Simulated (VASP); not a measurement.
Wanted: the native input for a VASP 6.6.1 run.

* Task: single point
* Functional: LDA
* Potentials or basis: VASP PAW LDA potentials, release 64 (Ta_pv, N)
* Cutoff: 520 eV
* k mesh: 18 × 18 × 18
* Occupations: gaussian, width 0.15 eV
* Spin: no spin polarisation
* Dipole correction: no
* Further INCAR settings: ALGO = Normal; EDIFF = 1e-06; NBANDS = 15

The structure of TaN lies in POSCAR:

```
TaN
1.0
    0.0000000000      2.1742693740      2.1742693740
    2.1742693740      0.0000000000      2.1742693740
    2.1742693740      2.1742693740      0.0000000000
Ta N
1 1
Direct
    0.4956387160      0.5043612840      0.5043612840
    0.0563407651     -0.0563407651     -0.0563407651
```

This cell differs from its parent crystal: mode 4 frozen in at -0.245 Å and mode 6 at +0.000 Å (largest displacements).

The input as run:

INCAR

```
PREC = Accurate ; ENCUT = 520
EDIFF = 1E-6 ; ISMEAR = 0
SIGMA = 0.15 ; LREAL = F
LASPH = T ; NELM = 60
ALGO = Normal ; ISIF = 2
LWAVE = F ; LCHARG = F
GGA = CA ; NBANDS = 15
```

KPOINTS

```
Automatic mesh
0
Gamma
  18 18 18
```

Potentials or basis: VASP PAW LDA potentials, release 64 (Ta_pv, N).

Run with:

```sh
$ cat potpaw_LDA.64/Ta_pv/POTCAR potpaw_LDA.64/N/POTCAR > POTCAR
$ mpirun -np 1 vasp_std > vasp.out
```

Results of the run:

```json
{"Pressure": "15.7 GPa", "Largest force": "3.499 eV/Å", "Band gap on the k mesh": "zero (band 8 reaches 11.34 eV, above the bottom of band 9 at 8.24 eV)"}
```

Caveat: the cell differs from its parent crystal (mode 4 frozen in at -0.245 Å and mode 6 at +0.000 Å (largest displacements)); spin-orbit coupling is left out, which moves the levels of the heavy elements; forces of over 1 eV/Å act on the atoms, so gaps and moduli don't describe the material at rest.

Run time: 35 s on 1 thread of Intel(R) Xeon(R) 6975P-C (Granite Rapids), on a shared host, peak memory 0.25 GiB.
